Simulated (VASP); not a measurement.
Set up this calculation in VASP 6.6.1, as the native input.

```yaml
Task: relaxation of cell and atoms
Functional: PBE
Potentials_or_basis: VASP PAW PBE potentials, release 64 (Sn_d)
Cutoff: 600 eV
k_mesh: 6 × 6 × 4
Occupations: gaussian, width 0.1 eV
Spin: no spin polarisation
Dipole_correction: no
Further_INCAR_settings: ALGO = Fast; EDIFF = 1e-07; IBRION = 2; EDIFFG = -0.04; NSW = 90; ISIF = 3
```

The structure of Sn lies in POSCAR:

```
Sn
1.0
    3.3592598647      0.0000000000      0.0000000000
    0.0521424403      3.4146501877      0.0000000000
    0.0051759852      0.0646586357      4.9472418780
Sn
2
Direct
    0.6953015828      0.2482883029      0.7500133793
    0.3046984172      0.7517116971      0.2499866207
```

These files were run (other wordings do the same):

INCAR

```
SYSTEM = Sn
ALGO     = Fast           ! electronic algorithm
EDIFF    = 1E-7           ! SCF threshold, eV
EDIFFG   = -0.04          ! ionic threshold
ENCUT    = 600            ! plane-wave cutoff, eV
GGA      = PE             ! functional
IBRION   = 2              ! ionic algorithm
ISIF     = 3              ! what is computed and relaxed
ISMEAR   = 0              ! smearing method
LASPH    = .True.         ! aspherical terms in the spheres
LCHARG   = .False.        ! write CHGCAR
LREAL    = .False.        ! projectors in reciprocal space
LWAVE    = .False.        ! write WAVECAR
NELM     = 80             ! most SCF steps
NSW      = 90             ! ionic steps
PREC     = Accurate       ! precision mode
SIGMA    = 0.1            ! smearing width, eV
```

KPOINTS

```
k-points
0
Gamma
  6 6 4
  0 0 0
```

Potentials or basis: VASP PAW PBE potentials, release 64 (Sn_d).

The run is started by

```sh
$ cat potpaw_PBE.64/Sn_d/POTCAR > POTCAR
$ mpirun -np 1 vasp_std > vasp.out
```

It gave:

| Quantity | Value |
| --- | --- |
| Relaxed volume | 27.93 Å³/atom |
| Relaxed cell | a = 3.078 Å, b = 3.186 Å, c = 5.696 Å, α = 89.98°, β = 90.12°, γ = 89.98° |
| Space group after relaxing (to 0.05 Å) | P2_1/m (No. 11) |
| Energy gained by relaxing | 80.0 meV/atom |
| Ionic steps | 56 |
| Pressure after relaxing | 0.0 GPa |
| Largest force after relaxing | 0.037 eV/Å |
| Band gap on the k mesh | zero (band 14 reaches 11.79 eV, above the bottom of band 15 at 5.96 eV) |

Caveat: spin-orbit coupling is left out, which moves the levels of the heavy elements.

It took 48 min on 1 thread of Intel Xeon 6975P-C, on a shared host, peak memory 0.26 GiB.
